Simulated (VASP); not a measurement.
Here is a VASP 6.6.1 calculation.

Contents of INCAR:

```
SYSTEM = Be2Al
ALGO = Normal
DIPOL = 0.5 0.5 0.270
EDIFF = 1E-7
ENCUT = 520
GGA = PE
IDIPOL = 3
ISIF = 2
ISMEAR = 0
LASPH = .TRUE.
LCHARG = .FALSE.
LDIPOL = .TRUE.
LREAL = .FALSE.
LWAVE = .FALSE.
NBANDS = 10
NELM = 60
PREC = Accurate
SIGMA = 0.1
```

KPOINTS

```
k-points
0
G
  18 18 1
  0 0 0
```

The input POSCAR:

```
Be2Al
1.0
    2.5017546439      0.0000000000      0.0000000000
    0.0000000000      2.5017546439      0.0000000000
    0.0000000000      0.0000000000     29.6498463564
Be Al
2 1
Direct
    1.0000000000      1.0000000000      0.3304690725
    1.0000000000      1.0000000000      0.2091627289
    0.5000000000      0.5000000000      0.2698159007
```

Potentials or basis: VASP PAW PBE potentials, release 64 (Be, Al).

The run is started by

```sh
$ cat potpaw_PBE.64/Be/POTCAR potpaw_PBE.64/Al/POTCAR > POTCAR
$ mpirun -np 1 vasp_std > vasp.out
```

Predict the largest force.

0.006 eV/Å.

Forces in eV/Å, atoms in the order of the input:
```
Be   0.000  0.000  0.006
Be   0.000  0.000 -0.006
Al   0.000  0.000  0.000
```
